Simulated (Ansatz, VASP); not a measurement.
One calculation of W3C, two programs

```
CELL_PARAMETERS angstrom
2.85459 0.00000 0.00000
-1.42730 2.47215 0.00000
0.00000 0.00000 21.69711
ATOMIC_POSITIONS crystal
W 0.66667 0.33333 0.18436
W 0.33333 0.66667 0.29260
W 0.00000 0.00000 0.40084
C 0.66667 0.33333 0.51745
```

Alike in both runs: task single point; functional PBE; k mesh 9 × 9 × 1; occupations gaussian, width 0.1 eV; no spin polarisation.

|  | VASP | Ansatz |
| --- | --- | --- |
| version | VASP 6.6.1 | Ansatz 0.2.0 |
| potentials or method | VASP PAW PBE potentials, release 64 (W_sv, C), cutoff 520 eV | scalar-relativistic, plane waves, PAW |
| valence electrons in the cell | 46 | 46 |

Ansatz gave:

```
gap on the k mesh at the Fermi level (eV)  : none
rms of the force components (eV/Å)         : 0.983
work function, face that differs most (eV) : 5.02
```

What did VASP give for the same quantities?

gap on the k mesh at the Fermi level (eV): none; rms of the force components (eV/Å): 0.987; work function, face that differs most (eV): 5.02.

Atom by atom the forces differ by 0.010 eV/Å (rms over components). A gap of «none» marks a metal or a gap that the smearing closes.

Neither program's run includes spin-orbit coupling.
